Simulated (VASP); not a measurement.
BiIr: single point with PBE

The system is BiIr.

```xyz
2
Lattice="0.0000 3.0017 3.0017 3.0017 0.0000 3.0017 3.0017 3.0017 0.0000" Properties=species:S:1:pos:R:3 pbc="T T T"
Ir    0.0000    0.0000    0.0000
Bi    1.5008    1.5008    1.5008
```

```json
{"Program": "VASP 6.6.1", "Task": "single point", "Functional": "PBE", "Potentials or basis": "VASP PAW PBE potentials, release 64 (Ir, Bi_d)", "Cutoff": "500 eV", "k mesh": "10 × 10 × 10", "Occupations": "gaussian, width 0.05 eV", "Spin": "no spin polarisation", "Dipole correction": "no", "Further INCAR settings": "ALGO = Normal; EDIFF = 1e-06; NBANDS = 19"}
```

```
Pressure               : 6.6 GPa
Band gap on the k mesh : zero (band 12 reaches 8.54 eV, above the bottom of band 13 at 5.32 eV)
```

Levels at points of the mesh, in eV from the Fermi level:
```tsv
k point	band 8	band 9	band 10	band 11	band 12	band 13	band 14	band 15	band 16	band 17
(0.00, 0.00, 0.00)	-3.64	-3.64	-1.69	-1.69	2.60	5.23	5.23	5.23	6.92	6.92
(0.50, 0.00, 0.00)	-3.33	-3.33	-1.61	-1.61	-1.44	2.67	2.67	3.97	8.15	8.42
(0.50, 0.50, 0.00)	-2.44	-2.44	-1.84	-1.60	-1.36	-0.03	-0.03	5.12	5.48	12.97
```

It took 19 s on 1 thread of AMD EPYC 9R45 96-Core Processor (Zen 5) (shared host), peak memory 0.17 GiB.

Caveat: spin-orbit coupling is left out, which moves the levels of the heavy elements.
